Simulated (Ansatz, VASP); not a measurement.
**CO2: VASP beside Ansatz**

The input INCAR:

```
PREC = Accurate
ENCUT = 520
EDIFF = 1E-7
ISMEAR = 0
SIGMA = 0.01
LREAL = False
LASPH = True
NELM = 100
ALGO = Normal
ISIF = 2
LWAVE = False
LCHARG = False
GGA = CA
NBANDS = 25
```

The input KPOINTS:

```
regular mesh
0
Gamma
  8 8 8
```

POSCAR

```
CO2
1.0
   -1.9548127153      1.9548127153      2.9673315043
    1.9548127153     -1.9548127153      2.9673315043
    1.9548127153      1.9548127153     -2.9673315043
C O
2 4
Direct
    0.0000000000      0.0000000000      0.0000000000
    0.7500000000      0.2500000000      0.5000000000
    0.3750000000      0.2923507872      0.4173507872
    0.7076492128      0.1250000000      0.0826492128
    0.8750000000      0.9576492128      0.5826492128
    0.0423507872      0.6250000000      0.9173507872
```

Input for Ansatz:

```yaml
crystal:
  lattice:
    - [-1.9548127153, 1.9548127153, 2.9673315043]
    - [1.9548127153, -1.9548127153, 2.9673315043]
    - [1.9548127153, 1.9548127153, -2.9673315043]
  atoms:
    - { symbol: C, position: [0.0, 0.0, 0.0] }
    - { symbol: C, position: [0.75, 0.25, 0.5] }
    - { symbol: O, position: [0.375, 0.2923507872, 0.4173507872] }
    - { symbol: O, position: [0.7076492128, 0.125, 0.0826492128] }
    - { symbol: O, position: [0.875, 0.9576492128, 0.5826492128] }
    - { symbol: O, position: [0.0423507872, 0.625, 0.9173507872] }
kpoints:
  mp_grid: { grid: [8, 8, 8] }
hamiltonian:
  xc: lda
scf:
  occupations: { method: fixed }
output:
  optics:
    e_range: [0, 20]
    de: 0.2
    sigma: 0.4
    scissors: 0.6
    scheme: fermi_dirac
    bands: auto
```

Alike in both runs: task single point; functional LDA; k mesh 8 × 8 × 8; no spin polarisation.

|  | VASP | Ansatz |
| --- | --- | --- |
| version | VASP 6.6.1 | Ansatz 0.2.0 |
| potentials or method | VASP PAW LDA potentials, release 64 (C, O) | plane waves, PAW |
| plane-wave cutoff (eV) | 520 | 420 |
| occupations | gaussian, width 0.01 eV | fixed |
| valence electrons in the cell | 32 | 32 |

Ansatz gave:

- gap on the k mesh at the Fermi level (eV): 7.54

**Question.** Which values does VASP return?

**Answer.** gap on the k mesh at the Fermi level (eV): 7.45.

LDA's correlation is that of Perdew and Zunger in VASP and of Perdew and Wang (1992) in Ansatz.
